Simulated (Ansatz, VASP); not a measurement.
# One calculation of Eu, two programs

File INCAR:

```
SYSTEM = Eu
PREC = Accurate ; ENCUT = 520
EDIFF = 1E-7 ; ISMEAR = -1
SIGMA = 0.05 ; LREAL = .False.
LASPH = .True. ; NELM = 150
ALGO = Normal ; ISIF = 2
LWAVE = .False. ; LCHARG = .False.
ISPIN = 2 ; MAGMOM = 7 7
LORBIT = 11 ; LMAXMIX = 6
GGA = PE ; NBANDS = 28
```

File KPOINTS:

```
regular mesh
0
Gamma
  12 12 6
  0 0 0
```

POSCAR

```
Eu
1.0
    3.9610337722      0.0000000000      0.0000000000
   -1.9805168861      3.4303558720      0.0000000000
    0.0000000000      0.0000000000      6.3543554052
Eu
2
Direct
    0.3333333333      0.6666666667      0.2500000000
    0.6666666667      0.3333333333      0.7500000000
```

Input for Ansatz:

```yaml
crystal:
  lattice:
    - [3.9610337722, 0.0, 0.0]
    - [-1.9805168861, 3.430355872, 0.0]
    - [0.0, 0.0, 6.3543554052]
  atoms:
    - { symbol: Eu, position: [0.3333333333, 0.6666666667, 0.25], spin: 7.0 }
    - { symbol: Eu, position: [0.6666666667, 0.3333333333, 0.75], spin: 7.0 }
magnetization:
  spin_polarized: true
kpoints:
  mp_grid: { grid: [12, 12, 6] }
scf:
  occupations: { method: fermi_dirac, width: 0.05 }
hamiltonian:
  xc: pbe
  pseudopotentials: { kind: all_electron, lapw: { basis_error: 0.00025 } }
output:
  forces: true
  stress: true
  eigenvalues: true
```

Change from the starting cell: volume scaled by 1.03.

Alike in both runs: task single point; functional PBE; k mesh 12 × 12 × 6; occupations fermi-dirac, width 0.05 eV; collinear spin.

```csv
,VASP,Ansatz
version,VASP 6.6.1,Ansatz 0.2.0
potentials or method,"VASP PAW PBE potentials, release 64 (Eu), cutoff 520 eV","all-electron LAPW, scalar-relativistic"
```

|  | VASP | Ansatz | Ansatz less VASP |
| --- | --- | --- | --- |
| pressure (GPa) | -0.6 | -0.3 | +0.33 |
| net moment per atom (μB) | 7.56 | 7.57 | +0.006 |
| size of the moment on the site where the two differ most (μB) | 6.74 | 7.35 | +0.612 |

Site moments also hang on the region over which each program counts them. Ansatz ran all-electron here, and VASP with PAW potentials.

Spin-orbit coupling is off throughout.
